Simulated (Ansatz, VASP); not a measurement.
One calculation of SrRe, two programs

```
Sr Re
1.0
     2.98406    0.00000    0.00000
    -1.49203    2.58427    0.00000
     0.00000    0.00000    5.49299
Sr Re
1 1
Cartesian
  0.0000 1.7228 2.7465
  0.0000 0.0000 0.0000
```

Alike in both runs: task relaxation of cell and atoms; functional PBE; k mesh 24 × 24 × 10; occupations gaussian, width 0.1 eV; no spin polarisation.

|  | VASP | Ansatz |
| --- | --- | --- |
| version | VASP 6.6.1 | Ansatz 0.2.0 |
| potentials or method | VASP PAW PBE potentials, release 64 (Sr_sv, Re), cutoff 600 eV | scalar-relativistic, plane waves, PAW |
| valence electrons in the cell | 17 | 25 |

|  | VASP | Ansatz | Ansatz less VASP |
| --- | --- | --- | --- |
| gap on the k mesh at the Fermi level, each at its own relaxed structure (eV) | none | none | - |
| relaxed volume (Å³/atom) | 21.14 | 21.07 | -0.074 |
| relaxed cell length with the largest relative difference (Å) | 2.978 | 2.971 | -0.0072 |

A gap of «none» marks a metal or a gap that the smearing closes. VASP's potentials hold 17 valence electrons a cell and Ansatz's 25, so a difference there can come from the potentials and not from the codes.

Neither program's run includes spin-orbit coupling.
